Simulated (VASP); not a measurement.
C, 4 atoms in the cell. The structure is hexagonal, space group P6_3/mmc (No. 194). The conventional cell has a = 2.467 Å, b = 2.467 Å, c = 8.527 Å, α = 90.00°, β = 90.00°, γ = 120.00°. Within 1.9 Å of C (site symmetry -6m2) lie 3 C at 1.42 Å. C (site symmetry -6m2) has 3 C at 1.42 Å within 1.9 Å. 

* Program: VASP 6.6.1
* Task: single point
* Functional: PBE
* Potentials or basis: VASP PAW PBE potentials, release 64 (C)
* Cutoff: 600 eV
* k mesh: 8 × 8 × 2
* Occupations: fermi-dirac, width 0.1 eV
* Spin: no spin polarisation
* Dipole correction: no
* Further INCAR settings: ALGO = Normal; EDIFF = 1e-06; NBANDS = 16

Potentials or basis: VASP PAW PBE potentials, release 64 (C).

Command:

```sh
$ cat potpaw_PBE.64/C/POTCAR > POTCAR
$ mpirun -np 1 vasp_std > vasp.out
```

Hardware: 1 thread of AMD EPYC 7R13 Processor (Zen 3), on a shared host.

Task: Estimate the wall time of this run.

Result: It took 12 s on 1 thread of AMD EPYC 7R13 Processor (Zen 3) (shared host), peak memory 0.13 GiB. Counts: scf iterations 13, k points 20.
